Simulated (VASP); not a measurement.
Set up this calculation in VASP 6.6.1, as the native input.

```
Task                   : dielectric tensor
Functional             : PBE
Potentials or basis    : VASP PAW PBE potentials, release 64 (Ba_sv, Ti_sv, O)
Cutoff                 : 520 eV
k mesh                 : 6 × 6 × 6
Occupations            : gaussian, width 0.01 eV
Spin                   : no spin polarisation
Dipole correction      : no
Further INCAR settings : ALGO = Normal; EDIFF = 1e-08
```

The structure of BaTiO3 lies in POSCAR:

```
BaTiO3
1.0
    4.0060000000      0.0000000000      0.0000000000
    0.0000000000      4.0060000000      0.0000000000
    0.0000000000      0.0000000000      4.0060000000
Ba Ti O
1 1 3
Direct
    0.5000000000      0.5000000000      0.5000000000
    0.0000000000      0.0000000000      0.0000000000
    0.0000000000      0.0000000000      0.5000000000
    0.0000000000      0.5000000000      0.0000000000
    0.5000000000      0.0000000000      0.0000000000
```

One way to write it, as run:

INCAR

```
PREC = Accurate
ENCUT = 520
EDIFF = 1E-8
ISMEAR = 0
SIGMA = 0.01
LREAL = False
LASPH = True
NELM = 80
ALGO = Normal
ISIF = 2
LWAVE = False
LCHARG = False
GGA = PE
LEPSILON = True
```

KPOINTS

```
Automatic mesh
0
Gamma
  6 6 6
```

Potentials or basis: VASP PAW PBE potentials, release 64 (Ba_sv, Ti_sv, O).

The run is started by

```sh
$ cat potpaw_PBE.64/Ba_sv/POTCAR potpaw_PBE.64/Ti_sv/POTCAR potpaw_PBE.64/O/POTCAR > POTCAR
$ mpirun -np 1 vasp_std > vasp.out
```

Results of the run:

* Band gap on the k mesh: 1.74 eV (least direct gap 1.89 eV)
* Electronic dielectric tensor (diagonal): 6.80
* Born charges (mean of the diagonal): Ba +2.75; Ti +7.48; O -3.41 e

Caveat: spin-orbit coupling is left out, which moves the levels of the heavy elements.

Wall time 23 min on 1 thread of Intel Xeon 8259CL, on a shared host, peak memory 0.33 GiB.
